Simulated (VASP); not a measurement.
# Si2Mo (C2/m) in VASP: notebook

The runs below take Si2Mo through single point, with PBEsol.

Everything below comes from runs of VASP 6.6.1. Logs are shortened: lines on timing, memory, paths and dates and some standing lists are left out, and cuts for length are marked.

## Step 1: The cell of the first run

The structure is monoclinic, space group C2/m (No. 12). The conventional cell has a = 8.447 Å, b = 3.190 Å, c = 3.190 Å, α = 90.00°, β = 112.19°, γ = 90.00°. Within 3.4 Å of Si (site symmetry m) lie 9 Si at 2.56 to 3.19 Å and 5 Mo at 2.57 to 2.63 Å. Within 3.4 Å of Mo (site symmetry 2/m) lie 10 Si at 2.57 to 2.63 Å and 4 Mo at 3.19 Å.

## Step 2: Single point, PBEsol (atoms displaced along a vibrational mode)

The input, INCAR:

```
SYSTEM = Si2Mo
PREC = Accurate ; ENCUT = 520
EDIFF = 1E-6 ; ISMEAR = 0
SIGMA = 0.15 ; LREAL = .FALSE.
LASPH = .TRUE. ; NELM = 60
ALGO = Fast ; ISIF = 2
LWAVE = .FALSE. ; LCHARG = .FALSE.
GGA = PS ; NBANDS = 18
```

The input, KPOINTS:

```
Automatic mesh
0
G
  20 20 20
  0 0 0
```

The input, POSCAR:

```
Si2Mo
1.0
   -1.5950350805      1.5950350805      3.9106920000
    1.5950350805     -1.5950350805      3.9106920000
    1.5950350805      1.5950350805     -3.9106920000
Si Mo
2 1
Direct
    0.3350596655      0.3193860290     -0.0156736365
    0.6649403345      0.6806139710      0.0156736365
    0.0000000000      0.0000000000      0.0000000000
```

Potentials or basis: VASP PAW PBE potentials, release 64 (Si, Mo_sv).

Launch:

```
$ cat potpaw_PBE.64/Si/POTCAR potpaw_PBE.64/Mo_sv/POTCAR > POTCAR
$ mpirun -np 1 vasp_std > vasp.out
```

OUTCAR:

```text
SYSTEM = Si2Mo
   PREC = Accurate
   ENCUT = 520
   EDIFF = 1E-6
   ISMEAR = 0
   LREAL = .FALSE.
   LASPH = .TRUE.
   NELM = 60
   ISIF = 2
   GGA = PS

 ion  position               nearest neighbor table
   1  0.335  0.319  0.984-   2 2.56   2 2.56   3 2.57   3 2.57   2 2.58   3 2.62   3 2.63   3 2.63
                             2 2.68   2 2.68
   2  0.665  0.681  0.016-   1 2.56   1 2.56   3 2.57   3 2.57   1 2.58   3 2.62   3 2.63   3 2.63
                             1 2.68   1 2.68
   3  0.000  0.000  0.000-   1 2.57   2 2.57   2 2.57   1 2.57   1 2.62   2 2.62   2 2.63   1 2.63
                             2 2.63   1 2.63

  LATTYP: Found a body centered tetragonal cell.
 ALAT       =     3.1900701610
 C/A-ratio  =     2.4517905893

  Lattice vectors:

 A1 = (  -1.5950350805,   1.5950350805,   3.9106920000)
 A2 = (   1.5950350805,  -1.5950350805,   3.9106920000)
 A3 = (   1.5950350805,   1.5950350805,  -3.9106920000)

Analysis of symmetry for initial positions (statically):
=====================================================================
 Subroutine PRICEL returns:
 Original cell was already a primitive cell.

 Routine SETGRP: Setting up the symmetry group for a
 body centered tetragonal supercell.

 Subroutine GETGRP returns: Found  4 space group operations
 (whereof  4 operations were pure point group operations)
 out of a pool of 16 trial point group operations.

The static configuration has the point symmetry C_2h.

Analysis of symmetry for dynamics (positions and initial velocities):
=====================================================================
 Subroutine PRICEL returns:
 Original cell was already a primitive cell.

 Routine SETGRP: Setting up the symmetry group for a
 body centered tetragonal supercell.

 Subroutine GETGRP returns: Found  4 space group operations
 (whereof  4 operations were pure point group operations)
 out of a pool of 16 trial point group operations.

The dynamic configuration has the point symmetry C_2h.

 Subroutine INISYM returns: Found  4 space group operations
 (whereof  4 operations are pure point group operations),
 and found     1 'primitive' translations

----------------------------------------------------------------------------------------

                                     Primitive cell

  volume of cell :      39.7973

  direct lattice vectors                    reciprocal lattice vectors
    -1.595035080  1.595035080  3.910692000     0.000000000  0.313472729  0.127854610
     1.595035080 -1.595035080  3.910692000     0.313472729  0.000000000  0.127854610
     1.595035080  1.595035080 -3.910692000     0.313472729  0.313472729  0.000000000

  length of vectors
     4.514619113  4.514619113  4.514619113     0.338543872  0.338543872  0.443317385

  position of ions in fractional coordinates (direct lattice)
     0.335059665  0.319386029  0.984326364
     0.664940335  0.680613971  0.015673636
     0.000000000  0.000000000  0.000000000

  ion indices of the primitive-cell ions
   primitive index   ion index
                 1           1
                 2           2
                 3           3

----------------------------------------------------------------------------------------

 KPOINTS: Automatic mesh

Automatic generation of k-mesh.
 Grid dimensions read from file:
 generate k-points for:   20   20   20

 Generating k-lattice:

  Cartesian coordinates                     Fractional coordinates (reciprocal lattice)
     0.000000000  0.015673636  0.006392730     0.050000000  0.000000000 -0.000000000
     0.015673636  0.000000000  0.006392730     0.000000000  0.050000000 -0.000000000
     0.015673636  0.015673636  0.000000000     0.000000000  0.000000000  0.050000000

  Length of vectors
     0.016927194  0.016927194  0.022165869

  Shift w.r.t. Gamma in fractional coordinates (k-lattice)
     0.000000000  0.000000000  0.000000000

 Subroutine IBZKPT returns following result:
 ===========================================

 Found   2112 irreducible k-points:

 Following reciprocal coordinates:
            Coordinates               Weight
  0.000000  0.000000  0.000000      1.000000
  0.050000  0.000000 -0.000000      4.000000
  0.000000  0.050000 -0.000000      2.000000
  0.050000  0.000000 -0.050000      2.000000
  0.100000  0.000000 -0.000000      4.000000
  0.000000  0.100000 -0.000000      2.000000
[... 16 lines left out ...]
  0.400000  0.000000 -0.000000      4.000000
  0.000000  0.400000 -0.000000      2.000000
 [... further k-points ...]
   k-points           NKPTS =   2112   k-points in BZ     NKDIM =   2112   number of bands    NBANDS=     18
   number of dos      NEDOS =    301   number of ions     NIONS =      3
   total plane-waves  NPLWV =  46656
   dimension x,y,z NGX =    36 NGY =   36 NGZ =   36
   dimension x,y,z NGXF=    72 NGYF=   72 NGZF=   72
   ions per type =               2   1
   NGX,Y,Z   is equivalent  to a cutoff of  13.26, 13.26, 13.26 a.u.
   NGXF,Y,Z  is equivalent  to a cutoff of  26.51, 26.51, 26.51 a.u.
 SYSTEM =  Si2Mo
   PREC   = accura    normal or accurate (medium, high low for compatibility)
   ISTART =      0    job   : 0-new  1-cont  2-samecut
   ICHARG =      2    charge: 1-file 2-atom 10-const
   ISPIN  =      1    spin polarized calculation?
   LNONCOLLINEAR =      F non collinear calculations
   LSORBIT =      F    spin-orbit coupling
   LASPH  =      T    aspherical Exc in radial PAW
   ENCUT  =  520.0 eV  38.22 Ry    6.18 a.u.   8.39  8.39  8.39*2*pi/ulx,y,z
   NELM   =     60;   NELMIN=  2; NELMDL= -5     # of ELM steps
   EDIFF  = 0.1E-05   stopping-criterion for ELM
   LREAL  =      F    real-space projection
   EDIFFG = 0.1E-04   stopping-criterion for IOM
   NSW    =      0    number of steps for IOM
   IBRION =     -1    ionic relax: 0-MD 1-quasi-New 2-CG
   NFREE  =      0    steps in history (QN), initial steepest desc. (CG)
   ISIF   =      2    stress and relaxation
   ISYM   =      2    0-nonsym 1-usesym 2-fastsym
   POTIM  = 0.5000    time-step for ionic-motion
   TEBEG  =    0.0;   TEEND  =   0.0 temperature during run
   PSTRESS=    0.0 pullay stress
   NELECT =      22.0000    total number of electrons
   NUPDOWN=      -1.0000    fix difference up-down
   EMIN   =  10.00;   EMAX   =-10.00  energy-range for DOS
   EFERMI =   0.00;   METHOD = LEGACY
   ISMEAR =     0;   SIGMA  =   0.15  broadening in eV -4-tet -1-fermi 0-gaus
   EFERMI_NEDOS =   21; number of points for ismear=-14 and -15
   IALGO  =     68    algorithm
   IMIX   =      4    mixing-type and parameters
     AMIX     =   0.40;   BMIX     =  1.00
     AMIX_MAG =   1.60;   BMIX_MAG =  1.00
  volume/ion in A,a.u.               =      13.27        89.52
  Fermi-wavevector in a.u.,A,eV,Ry     =   1.343583  2.539003 24.561430  1.805214
  Thomas-Fermi vector in A             =   2.471645
   LORBIT       =      0    0 simple, 1 ext, 2 COOP (PROOUT), +10 PAW based schemes
   GGA     = PS    functional components
   LHFCALC =     F    Hartree Fock is set to
   AEXX    =    0.0000 exact exchange contribution
   IVDW    =     0    specifies the selected vdW correction
   LEPSILON=     F    determine dielectric tensor
   LRPA    =     F    only Hartree local field effects (RPA)
 non-spin polarized calculation
 RMM-DIIS sequential band-by-band and
 Gauss-broadening in eV      SIGMA  =   0.15
  energy-cutoff  :      520.00
  volume of cell :       39.80
 maximum number of plane-waves:      1104
 NGX is ok and might be reduce to    36
   NGX = 17   NGY = 17   NGZ = 17

 number of electron      22.0000000 magnetization

 Free energy of the ion-electron system (eV)
  ---------------------------------------------------
  ext. energy  EPLUGINS =         0.00000000
  ---------------------------------------------------
  free energy    TOTEN  =       -25.05190871 eV

  energy without entropy =      -25.04922207  energy(sigma->0) =      -25.05056539

 E-fermi :  12.3348     XC(G=0): -12.5614

 val. band max:       12.3316895438   @ k =  -0.4500   0.4500   0.3500
 cond. band min:      12.3366714718   @ k =   0.5000  -0.4500  -0.3500
 fundamental gap:      0.0049819280
 Fermi energy:        12.3347961110

 k-point     1 :       0.0000    0.0000    0.0000
  band No.  band energies     occupation
      1     -48.2685      2.00000
      2     -22.4699      2.00000
      3     -22.3765      2.00000
      4     -22.3648      2.00000
      5      -1.1684      2.00000
      6       5.8645      2.00000
[... 10 lines left out ...]
     17      17.5249      0.00000
     18      17.5675      0.00000

 k-point     2 :       0.0500    0.0000   -0.0000
  band No.  band energies     occupation
      1     -48.2680      2.00000
      2     -22.4694      2.00000
      3     -22.3833      2.00000
      4     -22.3642      2.00000
      5      -1.1222      2.00000
      6       5.8697      2.00000
[... 10 lines left out ...]
     17      17.5980      0.00000
     18      17.8306      0.00000

 k-point     3 :       0.0000    0.0500   -0.0000
  band No.  band energies     occupation
      1     -48.2680      2.00000
      2     -22.4700      2.00000
      3     -22.3759      2.00000
      4     -22.3710      2.00000
      5      -1.1226      2.00000
      6       5.8656      2.00000
[... 10 lines left out ...]
     17      17.5507      0.00000
     18      17.9020      0.00000

 k-point     4 :       0.0500    0.0000   -0.0500
  band No.  band energies     occupation
      1     -48.2680      2.00000
      2     -22.4702      2.00000
      3     -22.3759      2.00000
      4     -22.3708      2.00000
      5      -1.1220      2.00000
      6       5.8733      2.00000
[... 10 lines left out ...]
     17      17.5545      0.00000
     18      17.8306      0.00000

 k-point     5 :       0.1000    0.0000   -0.0000
  band No.  band energies     occupation
      1     -48.2666      2.00000
      2     -22.4679      2.00000
      3     -22.4029      2.00000
      4     -22.3624      2.00000
      5      -0.9845      2.00000
      6       5.8782      2.00000
[... 10 lines left out ...]
     17      17.7423      0.00000
     18      18.5162      0.00000

 k-point     6 :       0.0000    0.1000   -0.0000
  band No.  band energies     occupation
      1     -48.2666      2.00000
      2     -22.4706      2.00000
      3     -22.3884      2.00000
      4     -22.3741      2.00000
      5      -0.9861      2.00000
      6       5.8614      2.00000
[... 10 lines left out ...]
     17      17.6749      0.00000
     18      18.6066      0.00000

 k-point     7 :       0.1000    0.0000   -0.1000
  band No.  band energies     occupation
      1     -48.2666      2.00000
      2     -22.4715      2.00000
      3     -22.3876      2.00000
      4     -22.3741      2.00000
      5      -0.9836      2.00000
      6       5.8937      2.00000
[... 10 lines left out ...]
     17      17.7010      0.00000
     18      18.4786      0.00000

 k-point     8 :       0.1500    0.0000   -0.0000
  band No.  band energies     occupation
      1     -48.2645      2.00000
      2     -22.4656      2.00000
      3     -22.4332      2.00000
      4     -22.3597      2.00000
      5      -0.7580      2.00000
      6       5.8651      2.00000
[... 10 lines left out ...]
     17      18.1317      0.00000
     18      19.3844      0.00000
[... 229 lines left out ...]
     17      19.6290      0.00000
     18      21.5432      0.00000

 k-point    20 :       0.3500    0.0000   -0.0000
  band No.  band energies     occupation
      1     -48.2529      2.00000
      2     -22.5922      2.00000
      3     -22.4528      2.00000
      4     -22.3449      2.00000
      5       0.9262      2.00000
      6       4.6111      2.00000
[... 10 lines left out ...]
     17      19.3690      0.00000
     18      21.3238      0.00000

 k-point    21 :       0.0000    0.3500   -0.0000
  band No.  band energies     occupation
      1     -48.2529      2.00000
      2     -22.5927      2.00000
      3     -22.4403      2.00000
      4     -22.3562      2.00000
      5       0.8991      2.00000
      6       4.5533      2.00000
[... 10 lines left out ...]
     17      19.1754      0.00000
     18      21.4041      0.00000

 k-point    22 :       0.3500    0.0000   -0.3500
  band No.  band energies     occupation
      1     -48.2529      2.00000
      2     -22.5965      2.00000
      3     -22.4374      2.00000
      4     -22.3562      2.00000
      5       0.9394      2.00000
      6       4.7049      2.00000
[... 10 lines left out ...]
     17      19.4817      0.00000
     18      21.1855      0.00000

 k-point    23 :       0.4000    0.0000   -0.0000
  band No.  band energies     occupation
      1     -48.2507      2.00000
      2     -22.6216      2.00000
      3     -22.4504      2.00000
      4     -22.3422      2.00000
      5       1.5005      2.00000
      6       4.0214      2.00000
[... 10 lines left out ...]
     17      19.0447      0.00000
     18      20.5207      0.00000

 k-point    24 :       0.0000    0.4000   -0.0000
  band No.  band energies     occupation
      1     -48.2507      2.00000
      2     -22.6212      2.00000
      3     -22.4388      2.00000
      4     -22.3533      2.00000
      5       1.4585      2.00000
      6       3.9858      2.00000
[... 10 lines left out ...]
     17      18.8377      0.00000
     18      20.4683      0.00000

 [... further k-points ...]
[... 5 lines left out ...]
  --------------------------------------------------------------------------------------
  -------------------------------------------------------------------------------------
  Total        0.1407760      0.2307333      0.1547728      0.0000000      0.0000000     -0.1619088
  in kB        5.6674152      9.2889514      6.2309045      0.0000000      0.0000000     -6.5181899
  external PRESSURE =       7.0624237 kB  Pullay stress =       0.0000000 kB

 VOLUME and BASIS-vectors are now :
 -----------------------------------------------------------------------------
  energy-cutoff  :      520.00
  volume of cell :       39.80
      direct lattice vectors                 reciprocal lattice vectors
    -1.595035080  1.595035080  3.910692000     0.000000000  0.313472729  0.127854610
     1.595035080 -1.595035080  3.910692000     0.313472729  0.000000000  0.127854610
     1.595035080  1.595035080 -3.910692000     0.313472729  0.313472729  0.000000000

 POSITION                                       TOTAL-FORCE (eV/Angst)
 -----------------------------------------------------------------------------------
      1.54504      1.59504     -1.29006         0.576207      0.000000      0.020452
      0.05000      0.00000      5.20075        -0.576207      0.000000     -0.020452
      0.00000      0.00000      0.00000         0.000000      0.000000      0.000000
 -----------------------------------------------------------------------------------
    total drift:                               -0.000000      0.000000      0.000000

  FREE ENERGIE OF THE ION-ELECTRON SYSTEM (eV)
  ---------------------------------------------------
  free  energy   TOTEN  =       -25.0519087108 eV

  energy  without entropy=      -25.0492220731  energy(sigma->0) =      -25.05056539
```

Wall time 69 min (1 thread of Oxide Virtual Turin-like, shared host); peak memory 1.4 GiB.

Results:

| Property | Result |
| --- | --- |
| Free energy | -25.0519 eV |
| Pressure | 0.7 GPa |
| Largest force | 0.577 eV/Å |
| Band gap on the k mesh | zero (bands 11 and 12 overlap by 0.92 eV) |

Forces in eV/Å, atoms in the order of the input:
```
Si   0.576  0.000  0.020
Si  -0.576  0.000 -0.020
Mo   0.000  0.000  0.000
```

Stress tensor (GPa, compression positive):
```
 0.57  0.00 -0.65
 0.00  0.93  0.00
-0.65  0.00  0.62
```

Levels at points of the mesh, in eV from the Fermi level:
```csv
k point,band 7,band 8,band 9,band 10,band 11,band 12,band 13,band 14,band 15,band 16
"(0.00, 0.00, 0.00)",-3.39,-3.14,-2.66,-2.62,0.39,3.02,3.17,3.57,3.73,4.12
"(0.50, 0.00, 0.00)",-5.02,-4.52,-2.69,-2.54,-0.50,2.29,3.15,4.15,4.23,5.49
"(0.00, 0.50, 0.00)",-4.91,-4.46,-2.69,-2.59,-0.50,2.30,3.50,4.06,4.31,5.32
"(0.50, 0.00, 0.50)",-5.14,-4.57,-2.66,-2.54,-0.53,2.29,2.77,4.14,4.24,5.71
"(0.50, 0.50, 0.00)",-5.79,-5.07,-4.48,-3.10,-1.22,2.34,2.77,3.18,3.38,4.77
"(0.50, 0.50, 0.50)",-3.63,-2.25,-0.61,-0.57,-0.47,-0.44,0.54,4.76,5.24,5.99
```

Caveat: the cell differs from its parent crystal (atoms displaced along a vibrational mode); the PAW data sets were made with another functional, which shifts forces and pressure a little.

[end of part 1 of 2]
